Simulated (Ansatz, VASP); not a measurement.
Given: the input of a run of Ansatz 0.2.0 on HgTe.

The input input.yaml:

```yaml
crystal:
  lattice:
    - [0.0, 3.2145, 3.2145]
    - [3.2145, 0.0, 3.2145]
    - [3.2145, 3.2145, 0.0]
  atoms:
    - { symbol: Hg, position: [0.0, 0.0, 0.0] }
    - { symbol: Te, position: [0.75, 0.75, 0.75] }
hamiltonian:
  xc: pbe
  pseudopotentials: { kind: paw }
kpoints:
  mp_grid: { grid: [7, 7, 7] }
scf:
  occupations: { method: fermi_dirac, width: 0.05 }
output:
  forces: true
  stress: true
relax:
  f_tol: 0.01
  max_steps: 40
  cell: { stress_tol: 0.05 }
```

Potentials or basis: Ansatz PAW.

Run with:

```bash
$ ansatz run input.yaml --threads 2 --pin off --max-ram 5632MiB --backend cpu --events-out ev --progress --plain --runs-dir out
```

Set up the same calculation for VASP 6.6.1. Potentials there: VASP PAW PBE potentials, release 64 (Hg_sv_GW, Te_GW).

As run (the cutoff follows the program's own potentials):

File INCAR:

```
PREC     = Accurate       # precision mode
ENCUT    = 680            # plane-wave cutoff, eV
EDIFF    = 1E-7           # SCF threshold, eV
ISMEAR   = -1             # smearing method
SIGMA    = 0.05           # smearing width, eV
LREAL    = False          # projectors in reciprocal space
LASPH    = True           # aspherical terms in the spheres
NELM     = 80             # most SCF steps
ALGO     = Normal         # electronic algorithm
ISIF     = 3              # what is computed and relaxed
LWAVE    = False          # write WAVECAR
LCHARG   = False          # write CHGCAR
GGA      = PE             # functional
IBRION   = 2              # ionic algorithm
NSW      = 40             # ionic steps
EDIFFG   = -0.005         # ionic threshold
```

File KPOINTS:

```
Automatic mesh
0
Gamma
  7 7 7
```

File POSCAR:

```
HgTe
1.0
    0.0000000000      3.2145000000      3.2145000000
    3.2145000000      0.0000000000      3.2145000000
    3.2145000000      3.2145000000      0.0000000000
Hg Te
1 1
Direct
    0.0000000000      0.0000000000      0.0000000000
    0.7500000000      0.7500000000      0.7500000000
```

Potentials or basis: VASP PAW PBE potentials, release 64 (Hg_sv_GW, Te_GW).

The run is started by

```bash
$ cat potpaw_PBE.64/Hg_sv_GW/POTCAR potpaw_PBE.64/Te_GW/POTCAR > POTCAR
$ mpirun -np 1 vasp_std > vasp.out
```

Both were run:

|  | VASP | Ansatz | Ansatz less VASP |
| --- | --- | --- | --- |
| relaxed volume (Å³/atom) | 36.67 | 36.79 | +0.117 |
| relaxed cell length with the largest relative difference (Å) | 4.698 | 4.703 | +0.0050 |

VASP's potentials hold 26 valence electrons a cell and Ansatz's 36, so a difference there can come from the potentials and not from the codes.

Spin-orbit coupling is off throughout. Noted on Ansatz's run: the plane-wave basis is chosen anew once the cell has moved, so the energies of steps on either side of that aren't comparable.
